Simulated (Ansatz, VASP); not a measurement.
## Two plane-wave programs on GaN

The input INCAR:

```
ALGO = Normal
EDIFF = 1E-6
ENCUT = 520
GGA = PS
ISIF = 2
ISMEAR = -1
LASPH = T
LCHARG = F
LREAL = F
LWAVE = F
NBANDS = 46
NELM = 80
PREC = Accurate
SIGMA = 0.05
```

Contents of KPOINTS:

```
k-points
0
Gamma
  10 10 3
```

The input POSCAR:

```
GaN
1.0
    3.2745251067      0.0000000000      0.0000000000
   -1.6372625534      2.8358219278      0.0000000000
    0.0000000000      0.0000000000     10.5599668638
Ga N
4 4
Direct
    0.0000000000      0.0000000000      0.7858680000
    0.6666666667      0.3333333333      0.0373490000
    0.3333333333      0.6666666667      0.5373490000
    0.0000000000      0.0000000000      0.2858680000
    0.0000000000      0.0000000000      0.0930380000
    0.6666666667      0.3333333333      0.3437450000
    0.0000000000      0.0000000000      0.5930380000
    0.3333333333      0.6666666667      0.8437450000
```

Contents of input.yaml:

```yaml
crystal:
  lattice:
    - [3.2745251067, 0.0, 0.0]
    - [-1.6372625534, 2.8358219278, 0.0]
    - [0.0, 0.0, 10.5599668638]
  atoms:
    - { symbol: Ga, position: [0.0, 0.0, 0.785868] }
    - { symbol: Ga, position: [0.6666666667, 0.3333333333, 0.037349] }
    - { symbol: Ga, position: [0.3333333333, 0.6666666667, 0.537349] }
    - { symbol: Ga, position: [0.0, 0.0, 0.285868] }
    - { symbol: "N", position: [0.0, 0.0, 0.093038] }
    - { symbol: "N", position: [0.6666666667, 0.3333333333, 0.343745] }
    - { symbol: "N", position: [0.0, 0.0, 0.593038] }
    - { symbol: "N", position: [0.3333333333, 0.6666666667, 0.843745] }
hamiltonian:
  xc: pbesol
  pseudopotentials: { kind: paw }
kpoints:
  mp_grid: { grid: [10, 10, 3] }
scf:
  occupations: { method: fermi_dirac, width: 0.05 }
output:
  forces: true
  stress: true
  eigenvalues: true
```

Alike in both runs: task single point; functional PBEsol; k mesh 10 × 10 × 3; occupations fermi-dirac, width 0.05 eV; no spin polarisation.

|  | VASP | Ansatz |
| --- | --- | --- |
| version | VASP 6.6.1 | Ansatz 0.2.0 |
| potentials or method | VASP PAW PBE potentials, release 64 (Ga_d, N) | Ansatz PAW |
| plane-wave cutoff (eV) | 520 | 420 |
| valence electrons in the cell | 72 | 72 |

|  | VASP | Ansatz | Ansatz less VASP |
| --- | --- | --- | --- |
| gap on the k mesh at the Fermi level (eV) | 0.38 | 0.38 | -0.006 |
| least direct gap on the mesh (eV) | 0.38 | 0.38 | -0.006 |
| pressure (GPa) | -14.2 | -14.1 | +0.11 |
| traceless stress, the component that is largest in VASP (GPa) | 7.55 | 7.54 | -0.008 |
| rms of the force components (eV/Å) | 0.118 | 0.113 | -0.0054 |

VASP's potentials were made for PBE, not for PBEsol. Atom by atom the forces differ by 0.006 eV/Å (rms over components). With one functional, cell and mesh, what is left measures potentials, basis and numerics.

Noted on Ansatz's run: odd divisions of the mesh miss points on the zone boundary, where band edges often lie, so the gap on the mesh can be too wide.
